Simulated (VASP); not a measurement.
Runs of VASP 6.6.1 on Sr. The structure is that of space group Im-3m (No. 229), or close to it. The cells are those of the table. This isn't the form of Sr at room conditions, which is fcc.

```tsv
cell	gap on the mesh (eV)	pressure (GPa)
a = 4.536 Å, angles 109.5°, 1 atom	none	-2.0
a = 3.921 Å, angles 110.6, 110.6, 107.2°, 1 atom	none	(c)
a = 4.257 Å, angles 110.5, 110.5, 107.3°, 1 atom	none	-0.9
a = 3.864 Å, angles 109.5°, 1 atom	none	3.2
a = 4.425 Å, angles 110.5, 110.5, 107.4°, 1 atom	none	-1.7
a = 3.977 Å, angles 108.3, 108.3, 111.8°, 1 atom	none	1.6
a = 4.145 Å, angles 108.4, 108.4, 111.7°, 1 atom	none	(b)
a = 4.089 Å, angles 110.6, 110.6, 107.3°, 1 atom	none	(a)
```

Alike in all rows: task single point; level PBE; potentials or basis VASP PAW PBE potentials, release 64 (Sr_sv); no spin polarisation; k mesh 14 × 14 × 14; cutoff (eV) 520; smearing gaussian 0.15 eV.

**Question.** Fill in the values left out.

**Answer.** (a) 0.3; (b) -0.1; (c) 2.3.

Caveats: the cell stands under pressure (at least some runs).

A k mesh can miss the band edges, and the runs leave out spin-orbit coupling on Sr.

A gap of «none» marks levels without a gap at the run's occupations.
